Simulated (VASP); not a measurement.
ZnO, 4 atoms in the cell. The structure is hexagonal, space group P6_3/mmc (No. 194). Conventional cell: a = 3.256 Å, b = 3.256 Å, c = 7.703 Å, α = 90.00°, β = 90.00°, γ = 120.00°. Zn (site symmetry -6m2) has 3 O at 1.88 Å within 2.5 Å. Within 2.5 Å of O (site symmetry -6m2) lie 3 Zn at 1.88 Å.  This cell differs from its parent crystal: strained.

- Program: VASP 6.6.1
- Task: single point
- Functional: PBEsol
- Potentials or basis: VASP PAW PBE potentials, release 64 (Zn, O)
- Cutoff: 520 eV
- k mesh: 9 × 9 × 4
- Occupations: gaussian, width 0.02 eV
- Spin: no spin polarisation
- Dipole correction: no
- Further INCAR settings: ALGO = Normal; EDIFF = 1e-07; NBANDS = 26

Potentials or basis: VASP PAW PBE potentials, release 64 (Zn, O).

Launch:

```bash
$ cat potpaw_PBE.64/Zn/POTCAR potpaw_PBE.64/O/POTCAR > POTCAR
$ mpirun -np 1 vasp_std > vasp.out
```

Hardware: 1 thread of Intel(R) Xeon(R) Platinum 8488C (Sapphire Rapids), on a shared host.

Question: How long does it take, and how much memory?

Answer: Wall time 42 s on 1 thread of Intel(R) Xeon(R) Platinum 8488C (Sapphire Rapids), on a shared host, peak memory 0.21 GiB. Counts: scf iterations 17, k points 36.
